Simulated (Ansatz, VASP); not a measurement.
**GaSb3: VASP beside Ansatz**

```
Ga Sb
1.0
     0.00000    3.64789    3.64789
     3.64789    0.00000    3.64789
     3.64789    3.64789    0.00000
Ga Sb
1 3
Direct
  0.00000 0.00000 0.00000
  0.25343 0.24657 0.25343
  0.75343 0.74657 0.75343
  0.50343 0.49657 0.50343
```

Change from the starting cell: all Sb atoms moved +0.025 Å, as atom 2 along Cartesian [0 1 0].

Alike in both runs: task single point; functional PBE; dispersion D3(BJ); k mesh 12 × 12 × 12; occupations gaussian, width 0.15 eV; no spin polarisation.

```csv
,VASP,Ansatz
version,VASP 6.6.1,Ansatz 0.2.0
potentials or method,"VASP PAW PBE potentials, release 64 (Ga_d, Sb), cutoff 520 eV","scalar-relativistic, plane waves, PAW"
valence electrons in the cell,28,58
```

Ansatz gave:

```
gap on the k mesh at the Fermi level (eV) : none
pressure (GPa)                            : 0.4
rms of the force components (eV/Å)        : 0.016
```

Estimate VASP's values.

gap on the k mesh at the Fermi level (eV): none; pressure (GPa): 0.3; rms of the force components (eV/Å): 0.016.

Atom by atom the forces differ by 0.000 eV/Å (rms over components). A gap of «none» marks a metal or a gap that the smearing closes. VASP's potentials hold 28 valence electrons a cell and Ansatz's 58, so a difference there can come from the potentials and not from the codes.

Spin-orbit coupling is off throughout.
